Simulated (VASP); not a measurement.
# C in VASP: further runs

The runs below take C through single point, with LDA.

Everything below comes from runs of VASP 6.6.1. Logs are shortened: lines on timing, memory, paths and dates and some standing lists are left out, and cuts for length are marked.

**1. The cell of the first run**

The cell holds a slab with vacuum, 2 atoms: a = 2.456 Å, b = 2.456 Å, c = 8.524 Å, α = 90.00°, β = 90.00°, γ = 120.00°.

**2. Single point, LDA**

INCAR

```
  ALGO = Normal
  EDIFF = 1E-6
  ENCUT = 520
  ISIF = 2
  ISMEAR = -1
  LASPH = T
  LCHARG = T
  LELF = T
  LREAL = F
  LVHAR = T
  LWAVE = F
  NBANDS = 11
  NELM = 60
  PREC = Accurate
  SIGMA = 0.1
```

KPOINTS

```
k-points
0
Gamma
  15 15 4
```

POSCAR

```
C
1.0
    2.4561701600      0.0000000000      0.0000000000
   -1.2280850800      2.1271057600      0.0000000000
    0.0000000000      0.0000000000      8.5238033600
C
2
Direct
    0.3333333300      0.6666666682      0.0000000000
    0.6666666700      0.3333333318      0.0000000000
```

Potentials or basis: VASP PAW LDA potentials, release 64 (C).

The run is started by

```console
$ cat potpaw_LDA.64/C/POTCAR > POTCAR
$ mpirun -np 1 vasp_std > vasp.out
```

OUTCAR:

```text
EDIFF = 1E-6
   ENCUT = 520
   ISIF = 2
   ISMEAR = -1
   LASPH = T
   LREAL = F
   NELM = 60
   PREC = Accurate

 ion  position               nearest neighbor table
   1  0.333  0.667  0.000-   2 1.42   2 1.42   2 1.42
   2  0.667  0.333  0.000-   1 1.42   1 1.42   1 1.42

  LATTYP: Found a hexagonal cell.
 ALAT       =     2.4561701600
 C/A-ratio  =     3.4703635354

  Lattice vectors:

 A1 = (   2.4561701600,   0.0000000000,   0.0000000000)
 A2 = (  -1.2280850800,   2.1271057600,   0.0000000000)
 A3 = (   0.0000000000,   0.0000000000,   8.5238033600)

Analysis of symmetry for initial positions (statically):
=====================================================================
 Subroutine PRICEL returns:
 Original cell was already a primitive cell.

 Routine SETGRP: Setting up the symmetry group for a
 hexagonal supercell.

 Subroutine GETGRP returns: Found 24 space group operations
 (whereof 24 operations were pure point group operations)
 out of a pool of 24 trial point group operations.

The static configuration has the point symmetry D_6h.

Analysis of symmetry for dynamics (positions and initial velocities):
=====================================================================
 Subroutine PRICEL returns:
 Original cell was already a primitive cell.

 Routine SETGRP: Setting up the symmetry group for a
 hexagonal supercell.

 Subroutine GETGRP returns: Found 24 space group operations
 (whereof 24 operations were pure point group operations)
 out of a pool of 24 trial point group operations.

The dynamic configuration has the point symmetry D_6h.

 Subroutine INISYM returns: Found 24 space group operations
 (whereof 24 operations are pure point group operations),
 and found     1 'primitive' translations

----------------------------------------------------------------------------------------

                                     Primitive cell

  volume of cell :      44.5329

  direct lattice vectors                    reciprocal lattice vectors
     2.456170160  0.000000000  0.000000000     0.407137916  0.235061185  0.000000000
    -1.228085080  2.127105760  0.000000000     0.000000000  0.470122369  0.000000000
     0.000000000  0.000000000  8.523803360     0.000000000  0.000000000  0.117318521

  length of vectors
     2.456170160  2.456170165  8.523803360     0.470122370  0.470122369  0.117318521

  position of ions in fractional coordinates (direct lattice)
     0.333333330  0.666666668  0.000000000
     0.666666670  0.333333332  0.000000000

  ion indices of the primitive-cell ions
   primitive index   ion index
                 1           1
                 2           2

----------------------------------------------------------------------------------------

 KPOINTS: k-points

Automatic generation of k-mesh.
 Grid dimensions read from file:
 generate k-points for:   15   15    4

 Generating k-lattice:

  Cartesian coordinates                     Fractional coordinates (reciprocal lattice)
     0.027142528  0.015670746  0.000000000     0.066666667  0.000000000  0.000000000
     0.000000000  0.031341491  0.000000000     0.000000000  0.066666667  0.000000000
     0.000000000  0.000000000  0.029329630     0.000000000  0.000000000  0.250000000

  Length of vectors
     0.031341491  0.031341491  0.029329630

  Shift w.r.t. Gamma in fractional coordinates (k-lattice)
     0.000000000  0.000000000  0.000000000

 Subroutine IBZKPT returns following result:
 ===========================================

 Found     81 irreducible k-points:

 Following reciprocal coordinates:
            Coordinates               Weight
  0.000000  0.000000  0.000000      1.000000
  0.066667  0.000000  0.000000      6.000000
  0.133333  0.000000  0.000000      6.000000
  0.200000 -0.000000  0.000000      6.000000
  0.266667  0.000000  0.000000      6.000000
  0.333333 -0.000000  0.000000      6.000000
[... 16 lines left out ...]
  0.333333  0.200000  0.000000     12.000000
  0.400000  0.200000  0.000000      6.000000
 [... further k-points ...]
   k-points           NKPTS =     81   k-points in BZ     NKDIM =     81   number of bands    NBANDS=     11
   number of dos      NEDOS =    301   number of ions     NIONS =      2
   total plane-waves  NPLWV =  20736
   dimension x,y,z NGX =    18 NGY =   18 NGZ =   64
   dimension x,y,z NGXF=    36 NGYF=   36 NGZF=  128
   ions per type =               2
   NGX,Y,Z   is equivalent  to a cutoff of  12.18, 12.18, 12.48 a.u.
   NGXF,Y,Z  is equivalent  to a cutoff of  24.37, 24.37, 24.96 a.u.
 SYSTEM =  unknown system
   PREC   = accura    normal or accurate (medium, high low for compatibility)
   ISTART =      0    job   : 0-new  1-cont  2-samecut
   ICHARG =      2    charge: 1-file 2-atom 10-const
   ISPIN  =      1    spin polarized calculation?
   LNONCOLLINEAR =      F non collinear calculations
   LSORBIT =      F    spin-orbit coupling
   LASPH  =      T    aspherical Exc in radial PAW
   ENCUT  =  520.0 eV  38.22 Ry    6.18 a.u.   4.57  4.57 15.85*2*pi/ulx,y,z
   NELM   =     60;   NELMIN=  2; NELMDL= -5     # of ELM steps
   EDIFF  = 0.1E-05   stopping-criterion for ELM
   LREAL  =      F    real-space projection
   EDIFFG = 0.1E-04   stopping-criterion for IOM
   NSW    =      0    number of steps for IOM
   IBRION =     -1    ionic relax: 0-MD 1-quasi-New 2-CG
   NFREE  =      0    steps in history (QN), initial steepest desc. (CG)
   ISIF   =      2    stress and relaxation
   ISYM   =      2    0-nonsym 1-usesym 2-fastsym
   POTIM  = 0.5000    time-step for ionic-motion
   TEBEG  =    0.0;   TEEND  =   0.0 temperature during run
   PSTRESS=    0.0 pullay stress
   NELECT =       8.0000    total number of electrons
   NUPDOWN=      -1.0000    fix difference up-down
   EMIN   =  10.00;   EMAX   =-10.00  energy-range for DOS
   EFERMI =   0.00;   METHOD = LEGACY
   ISMEAR =    -1;   SIGMA  =   0.10  broadening in eV -4-tet -1-fermi 0-gaus
   EFERMI_NEDOS =   21; number of points for ismear=-14 and -15
   IALGO  =     38    algorithm
   IMIX   =      4    mixing-type and parameters
     AMIX     =   0.40;   BMIX     =  1.00
     AMIX_MAG =   1.60;   BMIX_MAG =  1.00
  volume/ion in A,a.u.               =      22.27       150.26
  Fermi-wavevector in a.u.,A,eV,Ry     =   0.923729  1.745594 11.609511  0.853275
  Thomas-Fermi vector in A             =   2.049397
   LORBIT       =      0    0 simple, 1 ext, 2 COOP (PROOUT), +10 PAW based schemes
   GGA     = CA    functional components
   LHFCALC =     F    Hartree Fock is set to
   AEXX    =    0.0000 exact exchange contribution
   IVDW    =     0    specifies the selected vdW correction
   LEPSILON=     F    determine dielectric tensor
   LRPA    =     F    only Hartree local field effects (RPA)
 non-spin polarized calculation
  energy-cutoff  :      520.00
  volume of cell :       44.53
 maximum number of plane-waves:      1220
   NGX =  9   NGY =  9   NGZ = 31

 number of electron       7.9999997 magnetization

 Free energy of the ion-electron system (eV)
  ---------------------------------------------------
  ext. energy  EPLUGINS =         0.00000000
  ---------------------------------------------------
  free energy    TOTEN  =       -20.17304519 eV

  energy without entropy =      -20.17057474  energy(sigma->0) =      -20.17180997

 E-fermi :  -0.8930     XC(G=0):  -5.1133

 val. band max:       -0.8930090762   @ k =   0.3333   0.3333   0.5000
 cond. band min:      -0.8929739320   @ k =   0.3333   0.3333   0.2500
 fundamental gap:      0.0000351442
 Fermi energy:        -0.8929903796

 k-point     1 :       0.0000    0.0000    0.0000
  band No.  band energies     occupation
      1     -20.2871      2.00000
      2      -8.6130      2.00000
      3      -3.9268      2.00000
      4      -3.9268      2.00000
      5       2.2366      0.00000
      6       4.5839      0.00000
      7       6.1959      0.00000
      8       7.4415      0.00000
      9       7.4415      0.00000
     10      10.5760      0.00000
     11      12.1655      0.00000

 k-point     2 :       0.0667    0.0000    0.0000
  band No.  band energies     occupation
      1     -20.1820      2.00000
      2      -8.4861      2.00000
      3      -4.3418      2.00000
      4      -4.1512      2.00000
      5       2.3798      0.00000
      6       4.7238      0.00000
      7       6.3312      0.00000
      8       7.5012      0.00000
      9       7.8950      0.00000
     10      10.2131      0.00000
     11      12.3351      0.00000

 k-point     3 :       0.1333    0.0000    0.0000
  band No.  band energies     occupation
      1     -19.8674      2.00000
      2      -8.1074      2.00000
      3      -5.4492      2.00000
      4      -4.7194      2.00000
      5       2.8096      0.00000
      6       5.1419      0.00000
      7       6.7329      0.00000
      8       7.5645      0.00000
      9       9.1425      0.00000
     10       9.2018      0.00000
     11      12.8817      0.00000

 k-point     4 :       0.2000   -0.0000    0.0000
  band No.  band energies     occupation
      1     -19.3455      2.00000
      2      -7.4838      2.00000
      3      -6.9760      2.00000
      4      -5.4294      2.00000
      5       3.5256      0.00000
      6       5.8259      0.00000
      7       7.2565      0.00000
      8       7.6427      0.00000
      9       7.7245      0.00000
     10      10.9534      0.00000
     11      13.7641      0.00000

 k-point     5 :       0.2667    0.0000    0.0000
  band No.  band energies     occupation
      1     -18.6204      2.00000
      2      -8.6918      2.00000
      3      -6.6303      2.00000
      4      -6.1198      2.00000
      5       4.5256      0.00000
      6       5.8622      0.00000
      7       6.8813      0.00000
      8       7.1845      0.00000
      9       8.4864      0.00000
     10      13.1063      0.00000
     11      14.5575      0.00000
[... 211 lines left out ...]
 k-point    21 :       0.2000    0.2000    0.0000
  band No.  band energies     occupation
      1     -17.4984      2.00000
      2      -9.7190      2.00000
      3      -8.3927      2.00000
      4      -5.3292      2.00000
      5       4.0342      0.00000
      6       6.0958      0.00000
      7       8.1915      0.00000
      8       9.7538      0.00000
      9      10.1760      0.00000
     10      11.3428      0.00000
     11      13.7908      0.00000

 k-point    22 :       0.2667    0.2000    0.0000
  band No.  band energies     occupation
      1     -16.5002      2.00000
      2     -10.9991      2.00000
      3      -9.2069      2.00000
      4      -4.2213      2.00000
      5       2.5486      0.00000
      6       7.5075      0.00000
      7       9.2946      0.00000
      8      10.2009      0.00000
      9      11.3736      0.00000
     10      12.3352      0.00000
     11      13.0190      0.00000

 k-point    23 :       0.3333    0.2000    0.0000
  band No.  band energies     occupation
      1     -15.3464      2.00000
      2     -12.4386      2.00000
      3      -9.6220      2.00000
      4      -3.0671      2.00000
      5       1.1441      0.00000
      6       9.1693      0.00000
      7      10.1135      0.00000
      8      10.1255      0.00000
      9      12.5940      0.00000
     10      12.9529      0.00000
     11      12.9758      0.00000

 k-point    24 :       0.4000    0.2000    0.0000
  band No.  band energies     occupation
      1     -14.3679      2.00000
      2     -13.5284      2.00000
      3      -9.7509      2.00000
      4      -2.4047      2.00000
      5       0.3933      0.00001
      6      10.0480      0.00000
      7      10.3479      0.00000
      8      10.9558      0.00000
      9      11.1070      0.00000
     10      13.4780      0.00000
     11      14.3856      0.00000

 [... further k-points ...]
[... 5 lines left out ...]
  --------------------------------------------------------------------------------------
  -------------------------------------------------------------------------------------
  Total       -0.5105185     -0.5105185     -0.0130206      0.0000000      0.0000000     -0.0000000
  in kB      -18.3671231    -18.3671232     -0.4684466      0.0000000      0.0000000     -0.0000000
  external PRESSURE =     -12.4008976 kB  Pullay stress =       0.0000000 kB

 VOLUME and BASIS-vectors are now :
 -----------------------------------------------------------------------------
  energy-cutoff  :      520.00
  volume of cell :       44.53
      direct lattice vectors                 reciprocal lattice vectors
     2.456170160  0.000000000  0.000000000     0.407137916  0.235061185  0.000000000
    -1.228085080  2.127105760  0.000000000     0.000000000  0.470122369  0.000000000
     0.000000000  0.000000000  8.523803360     0.000000000  0.000000000  0.117318521

 POSITION                                       TOTAL-FORCE (eV/Angst)
 -----------------------------------------------------------------------------------
     -0.00000      1.41807      0.00000        -0.000000      0.000000      0.000000
      1.22809      0.70904      0.00000         0.000000      0.000000      0.000000
 -----------------------------------------------------------------------------------
    total drift:                                0.000000     -0.000000     -0.000000

  FREE ENERGIE OF THE ION-ELECTRON SYSTEM (eV)
  ---------------------------------------------------
  free  energy   TOTEN  =       -20.1730451937 eV

  energy  without entropy=      -20.1705747414  energy(sigma->0) =      -20.17180997
```

Run time: 21 s. Hardware: 1 thread of Intel Xeon Platinum 8488C (Sapphire Rapids), shared host; peak memory 0.15 GiB.

What came out:

```
Free energy            : -20.1730 eV
Band gap on the k mesh : zero (filled and empty bands touch)
```

Levels at points of the mesh, in eV from the Fermi level:
```
           k point  band 2  band 3  band 4  band 5  band 6  band 7
(0.00, 0.00, 0.00)   -7.72   -3.03   -3.03    3.13    5.48    7.09
(0.00, 0.00, 0.50)   -7.72   -3.03   -3.03    3.74    4.06    8.33
```

**3. Single point, LDA**

INCAR

```
SYSTEM = C
PREC = Accurate ; ENCUT = 520
EDIFF = 1E-6 ; ISMEAR = -1
SIGMA = 0.1 ; LREAL = .False.
LASPH = .True. ; NELM = 60
ALGO = Normal ; ISIF = 2
LWAVE = .False. ; LCHARG = .False.
GGA = CA ; NBANDS = 11
```

KPOINTS

```
Automatic mesh
0
Gamma
  15 15 4
  0 0 0
```

POSCAR is that of step 2.

Potentials or basis: VASP PAW LDA potentials, release 64 (C).

The run is started by

```console
$ cat potpaw_LDA.64/C/POTCAR > POTCAR
$ mpirun -np 1 vasp_std > vasp.out
```

Wall time 22 s (1 thread of Intel Xeon Platinum 8488C (Sapphire Rapids), shared host); peak memory 0.14 GiB.

It converged, with:

```
Free energy            : -20.1730 eV
Band gap on the k mesh : zero (filled and empty bands touch)
```

Levels at points of the mesh, in eV from the Fermi level:
| k point | band 1 | band 2 | band 3 | band 4 | band 5 | band 6 | band 7 | band 8 | band 9 |
| --- | --- | --- | --- | --- | --- | --- | --- | --- | --- |
| (0.00, 0.00, 0.00) | -19.39 | -7.72 | -3.03 | -3.03 | 3.13 | 5.48 | 7.09 | 8.33 | 8.33 |
| (0.00, 0.00, 0.50) | -19.39 | -7.72 | -3.03 | -3.03 | 3.74 | 4.06 | 8.33 | 8.33 | 9.05 |
